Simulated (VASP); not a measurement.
# SiO2 (Fddd) in VASP: single point with PBE

Aim: the single point of SiO2 with PBE.

Program: VASP 6.6.1. These are calculated values, not measurements. Logs are shortened: lines on timing, memory, paths and dates and some standing lists are left out, and cuts for length are marked.

### Step 1. The cell of the first run

The structure is orthorhombic, space group Fddd (No. 70). The conventional cell has a = 4.759 Å, b = 9.522 Å, c = 14.855 Å, α = 90.00°, β = 90.00°, γ = 90.00°. Si (site symmetry 2) has 4 O at 1.62 to 1.63 Å within 2.2 Å. Within 2.2 Å of O (site symmetry -1) lie 2 Si at 1.62 Å. O (site symmetry 2) has 2 Si at 1.63 Å within 2.2 Å.

### Step 2. Single point, PBE

INCAR reads:

```
SYSTEM = SiO2
  PREC = Accurate
  ENCUT = 520
  EDIFF = 1E-6
  ISMEAR = 0
  SIGMA = 0.02
  LREAL = .FALSE.
  LASPH = .TRUE.
  NELM = 60
  ALGO = Normal
  ISIF = 2
  LWAVE = .FALSE.
  LCHARG = .FALSE.
  GGA = PE
  NBANDS = 44
```

KPOINTS reads:

```
regular mesh
0
G
  6 6 6
  0 0 0
```

POSCAR reads:

```
SiO2
1.0
    0.0000000000      4.7609660487      7.4276238211
    2.3793611772      0.0000000000      7.4276238211
    2.3793611772      4.7609660487      0.0000000000
Si O
4 8
Direct
    0.5631578757      0.5631578757      0.9368421243
    0.3131578757      0.3131578757      0.6868421243
    0.6868421243      0.6868421243      0.3131578757
    0.9368421243      0.9368421243      0.5631578757
    0.6250000000      0.1250000000      0.6250000000
    0.6250000000      0.6250000000      0.1250000000
    0.6250000000      0.6250000000      0.6250000000
    0.1250000000      0.6250000000      0.6250000000
    0.1862134379      0.8137865621      0.1862134379
    0.8137865621      0.1862134379      0.8137865621
    0.4362134379      0.0637865621      0.4362134379
    0.0637865621      0.4362134379      0.0637865621
```

Potentials or basis: VASP PAW PBE potentials, release 64 (Si, O).

Command:

```
$ cat potpaw_PBE.64/Si/POTCAR potpaw_PBE.64/O/POTCAR > POTCAR
$ mpirun -np 1 vasp_std > vasp.out
```

OUTCAR:

```text
SYSTEM = SiO2
   PREC = Accurate
   ENCUT = 520
   EDIFF = 1E-6
   ISMEAR = 0
   LREAL = .FALSE.
   LASPH = .TRUE.
   NELM = 60
   ISIF = 2
   GGA = PE

 ion  position               nearest neighbor table
   1  0.563  0.563  0.937-   6 1.62   7 1.62   9 1.63  10 1.63   4 3.03   4 3.03
   2  0.313  0.313  0.687-   5 1.62   8 1.62  11 1.63  12 1.63   3 3.03   3 3.03
   3  0.687  0.687  0.313-   6 1.62   7 1.62  11 1.63  12 1.63   2 3.03   2 3.03
   4  0.937  0.937  0.563-   5 1.62   8 1.62   9 1.63  10 1.63   1 3.03   1 3.03
   5  0.625  0.125  0.625-   2 1.62   4 1.62
   6  0.625  0.625  0.125-   1 1.62   3 1.62
   7  0.625  0.625  0.625-   1 1.62   3 1.62
   8  0.125  0.625  0.625-   2 1.62   4 1.62
   9  0.186  0.814  0.186-   1 1.63   4 1.63
  10  0.814  0.186  0.814-   1 1.63   4 1.63
  11  0.436  0.064  0.436-   2 1.63   3 1.63
  12  0.064  0.436  0.064-   2 1.63   3 1.63

  LATTYP: Found a face centered orthorhombic cell.
 ALAT       =     4.7587223544
 B/A-ratio  =     2.0009429818
 C/A-ratio  =     3.1216882465

  Lattice vectors:

 A1 = (   0.0000000000,   4.7609660487,   7.4276238211)
 A2 = (   2.3793611772,   0.0000000000,   7.4276238211)
 A3 = (   2.3793611772,   4.7609660487,   0.0000000000)

Analysis of symmetry for initial positions (statically):
=====================================================================
 Subroutine PRICEL returns:
 Original cell was already a primitive cell.

 Routine SETGRP: Setting up the symmetry group for a
 face centered orthorhombic supercell.

 Subroutine GETGRP returns: Found  8 space group operations
 (whereof  4 operations were pure point group operations)
 out of a pool of  8 trial point group operations.

The static configuration has the point symmetry D_2 .
 The point group associated with its full space group is D_2h.

Analysis of symmetry for dynamics (positions and initial velocities):
=====================================================================
 Subroutine PRICEL returns:
 Original cell was already a primitive cell.

 Routine SETGRP: Setting up the symmetry group for a
 face centered orthorhombic supercell.

 Subroutine GETGRP returns: Found  8 space group operations
 (whereof  4 operations were pure point group operations)
 out of a pool of  8 trial point group operations.

The dynamic configuration has the point symmetry D_2 .
[... 124 lines left out ...]
   IBRION =     -1    ionic relax: 0-MD 1-quasi-New 2-CG
   NFREE  =      0    steps in history (QN), initial steepest desc. (CG)
   ISIF   =      2    stress and relaxation
   ISYM   =      2    0-nonsym 1-usesym 2-fastsym
   POTIM  = 0.5000    time-step for ionic-motion
   TEBEG  =    0.0;   TEEND  =   0.0 temperature during run
   PSTRESS=    0.0 pullay stress
   NELECT =      64.0000    total number of electrons
   NUPDOWN=      -1.0000    fix difference up-down
   EMIN   =  10.00;   EMAX   =-10.00  energy-range for DOS
   EFERMI =   0.00;   METHOD = LEGACY
   ISMEAR =     0;   SIGMA  =   0.02  broadening in eV -4-tet -1-fermi 0-gaus
   EFERMI_NEDOS =   21; number of points for ismear=-14 and -15
   IALGO  =     38    algorithm
   IMIX   =      4    mixing-type and parameters
     AMIX     =   0.40;   BMIX     =  1.00
     AMIX_MAG =   1.60;   BMIX_MAG =  1.00
  volume/ion in A,a.u.               =      14.02        94.63
  Fermi-wavevector in a.u.,A,eV,Ry     =   1.186105  2.241413 19.141281  1.406844
  Thomas-Fermi vector in A             =   2.322284
   LORBIT       =      0    0 simple, 1 ext, 2 COOP (PROOUT), +10 PAW based schemes
   GGA     = PE    functional components
   LHFCALC =     F    Hartree Fock is set to
   AEXX    =    0.0000 exact exchange contribution
   IVDW    =     0    specifies the selected vdW correction
   LEPSILON=     F    determine dielectric tensor
   LRPA    =     F    only Hartree local field effects (RPA)
 non-spin polarized calculation
 Gauss-broadening in eV      SIGMA  =   0.02
  energy-cutoff  :      520.00
  volume of cell :      168.28
 maximum number of plane-waves:      4556
 NGX is ok and might be reduce to    70
   NGX = 33   NGY = 29   NGZ = 19

 number of electron      64.0000007 magnetization

 Free energy of the ion-electron system (eV)
  ---------------------------------------------------
  ext. energy  EPLUGINS =         0.00000000
  ---------------------------------------------------
  free energy    TOTEN  =       -94.77151144 eV

  energy without entropy =      -94.77151144  energy(sigma->0) =      -94.77151144

 E-fermi :   0.4041     XC(G=0):  -8.6039

 val. band max:        0.2924060113   @ k =   0.0000   0.0000   0.0000
 cond. band min:       5.8917565645   @ k =   0.0000   0.0000   0.0000
 fundamental gap:      5.5993505532
 Fermi energy:         0.4041019127

 k-point     1 :       0.0000    0.0000    0.0000
  band No.  band energies     occupation
      1     -18.9955      2.00000
      2     -18.0983      2.00000
      3     -18.0895      2.00000
      4     -17.0544      2.00000
      5     -17.0148      2.00000
      6     -16.9216      2.00000
[... 1117 lines left out ...]
     43      12.1096      0.00000
     44      12.4187      0.00000

 [... further k-points ...]
[... 5 lines left out ...]
  --------------------------------------------------------------------------------------
  -------------------------------------------------------------------------------------
  Total        0.2083902     -0.0326228      0.1384531      0.0000000      0.0000000      0.0000000
  in kB        1.9840498     -0.3105964      1.3181894      0.0000000      0.0000000      0.0000000
  external PRESSURE =       0.9972143 kB  Pullay stress =       0.0000000 kB

 VOLUME and BASIS-vectors are now :
 -----------------------------------------------------------------------------
  energy-cutoff  :      520.00
  volume of cell :      168.28
      direct lattice vectors                 reciprocal lattice vectors
     0.000000000  4.760966049  7.427623821    -0.210140438  0.105020703  0.067316279
     2.379361177  0.000000000  7.427623821     0.210140438 -0.105020703  0.067316279
     2.379361177  4.760966049  0.000000000     0.210140438  0.105020703 -0.067316279

 POSITION                                       TOTAL-FORCE (eV/Angst)
 -----------------------------------------------------------------------------------
      3.56904      7.14145      8.36585         0.000000     -0.000000      0.033617
      2.37936      4.76097      4.65204        -0.000000      0.000000      0.033617
      2.37936      4.76097     10.20321        -0.000000      0.000000     -0.033617
      3.56904      7.14145     13.91702         0.000000     -0.000000     -0.033617
      1.78452      5.95121      5.57072         0.000000      0.000000      0.000000
      1.78452      3.57072      9.28453         0.000000     -0.000000      0.000000
      2.97420      5.95121      9.28453         0.000000      0.000000      0.000000
      2.97420      3.57072      5.57072        -0.000000     -0.000000     -0.000000
      2.37936      1.77311      7.42762        -0.000000      0.000509      0.000000
      2.37936      7.74882      7.42762        -0.000000     -0.000509      0.000000
      1.18968      4.15359      3.71381         0.000000      0.000509      0.000000
      1.18968      0.60737      3.71381         0.000000     -0.000509      0.000000
 -----------------------------------------------------------------------------------
    total drift:                               -0.000000     -0.000000      0.000000

  FREE ENERGIE OF THE ION-ELECTRON SYSTEM (eV)
  ---------------------------------------------------
  free  energy   TOTEN  =       -94.7715114445 eV

  energy  without entropy=      -94.7715114445  energy(sigma->0) =      -94.77151144
```

stdout:

```text
POSCAR found type information on POSCAR SiO
 POSCAR found :  2 types and      12 ions
 scaLAPACK will be used
 LDA part: xc-table for (Slater+PW92), standard interpolation
 POSCAR, INCAR and KPOINTS ok, starting setup
 FFT: planning ... GRIDC
 FFT: planning ... GRID_SOFT
 FFT: planning ... GRID
 WAVECAR not read
 entering main loop
```

Run time: 11 min. Hardware: 1 thread of Intel Xeon Platinum 8259CL at 2.50GHz (Skylake/Cascade Lake), shared host; peak memory 0.55 GiB.

Results:

| Item | Value |
| --- | --- |
| Free energy | -94.7715 eV |
| Pressure | 0.1 GPa |
| Largest force | 0.034 eV/Å |
| Band gap on the k mesh | 5.60 eV, direct |

Forces in eV/Å, atoms in the order of the input:
```
Si   0.000  0.000  0.034
Si   0.000  0.000  0.034
Si   0.000  0.000 -0.034
Si   0.000  0.000 -0.034
O    0.000  0.000  0.000
O    0.000  0.000  0.000
O    0.000  0.000  0.000
O    0.000  0.000  0.000
O    0.000  0.001  0.000
O    0.000 -0.001  0.000
O    0.000  0.001  0.000
O    0.000 -0.001  0.000
```

Levels at points of the mesh, in eV from the valence-band top:
```
           k point  band 29  band 30  band 31  band 32  band 33  band 34  band 35  band 36
(0.00, 0.00, 0.00)    -0.61    -0.43    -0.04     0.00     5.60     8.18     8.27     8.53
(0.50, 0.00, 0.00)    -0.59    -0.55    -0.31    -0.26     7.96     8.60     8.62     9.38
(0.50, 0.50, 0.00)    -0.60    -0.60    -0.15    -0.15     6.75     6.75     8.68     8.68
(0.50, 0.00, 0.50)    -0.84    -0.84    -0.25    -0.25     7.71     7.71     9.43     9.43
(0.00, 0.50, 0.50)    -0.87    -0.87    -0.12    -0.12     7.95     7.95     8.98     8.98
```

A k mesh can miss the band edges.
